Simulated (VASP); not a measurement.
PbS, 2 atoms in the cell. Symmetry: Fm-3m, No. 225, cubic system. Conventional cell: a = 5.934 Å, b = 5.934 Å, c = 5.934 Å, α = 90.00°, β = 90.00°, γ = 90.00°. Pb (site symmetry m-3m) has 6 S at 2.97 Å within 3.9 Å. S (site symmetry m-3m) has 6 Pb at 2.97 Å within 3.9 Å. 

```yaml
Program: VASP 6.6.1
Task: single point
Functional: PBE
Dispersion: D3(BJ)
Potentials_or_basis: VASP PAW PBE potentials, release 64 (Pb_d, S)
Cutoff: 520 eV
k_mesh: 10 × 10 × 10
Occupations: gaussian, width 0.02 eV
Spin: no spin polarisation
Dipole_correction: no
Further_INCAR_settings: ALGO = Normal; EDIFF = 1e-07; NBANDS = 17
```

Potentials or basis: VASP PAW PBE potentials, release 64 (Pb_d, S).

Launch:

```sh
$ cat potpaw_PBE.64/Pb_d/POTCAR potpaw_PBE.64/S/POTCAR > POTCAR
$ mpirun -np 1 vasp_std > vasp.out
```

Hardware: 1 thread of Intel Xeon 8259CL, on a shared host.

Q: Estimate the wall time of this run.

A: Wall time 25 s on 1 thread of Intel Xeon 8259CL, with other jobs on the host, peak memory 0.21 GiB. Counts: scf iterations 13, k points 47.
